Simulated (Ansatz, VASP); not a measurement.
## One calculation of Ca, two programs

Contents of INCAR:

```
  ALGO = Fast
  EDIFF = 1E-7
  EDIFFG = -0.01
  ENCUT = 600
  GGA = PE
  IBRION = 2
  ISIF = 3
  ISMEAR = 0
  LASPH = True
  LCHARG = False
  LREAL = False
  LWAVE = False
  NELM = 80
  NSW = 80
  PREC = Accurate
  SIGMA = 0.1
```

Contents of KPOINTS:

```
k-points
0
Gamma
  12 12 8
```

The input POSCAR:

```
Ca
1.0
    3.9702544626      0.0000000000      0.0000000000
   -1.9851272313      3.4383412241      0.0000000000
    0.0000000000      0.0000000000      6.5244229628
Ca
2
Direct
    0.3333333333      0.6666666667      0.2500000000
    0.6666666667      0.3333333333      0.7500000000
```

Input for Ansatz:

```yaml
crystal:
  lattice:
    - [3.9702544626, 0.0, 0.0]
    - [-1.9851272313, 3.4383412241, 0.0]
    - [0.0, 0.0, 6.5244229628]
  atoms:
    - { symbol: Ca, position: [0.3333333333, 0.6666666667, 0.25] }
    - { symbol: Ca, position: [0.6666666667, 0.3333333333, 0.75] }
basis:
  ecutwfc: 420
kpoints:
  mp_grid: { grid: [12, 12, 8] }
hamiltonian:
  xc: pbe
scf:
  occupations: { method: gaussian, width: 0.1 }
output:
  forces: true
  stress: true
  eigenvalues: true
relax:
  adjacent_minimum: "off"
  f_tol: 0.01
  max_steps: 60
  cell: { stress_tol: 0.1 }
```

Alike in both runs: task relaxation of cell and atoms; functional PBE; k mesh 12 × 12 × 8; occupations gaussian, width 0.1 eV; no spin polarisation.

```csv
,VASP,Ansatz
version,VASP 6.6.1,Ansatz 0.2.0
potentials or method,"VASP PAW PBE potentials, release 64 (Ca_sv), cutoff 600 eV","scalar-relativistic, plane waves, PAW"
valence electrons in the cell,20,20
```

|  | VASP | Ansatz | Ansatz less VASP |
| --- | --- | --- | --- |
| gap on the k mesh at the Fermi level, each at its own relaxed structure (eV) | none | none | - |
| relaxed volume (Å³/atom) | 42.49 | 42.30 | -0.187 |
| relaxed cell length with the largest relative difference (Å) | 3.910 | 3.904 | -0.0064 |

A gap of «none» marks a metal or a gap that the smearing closes.
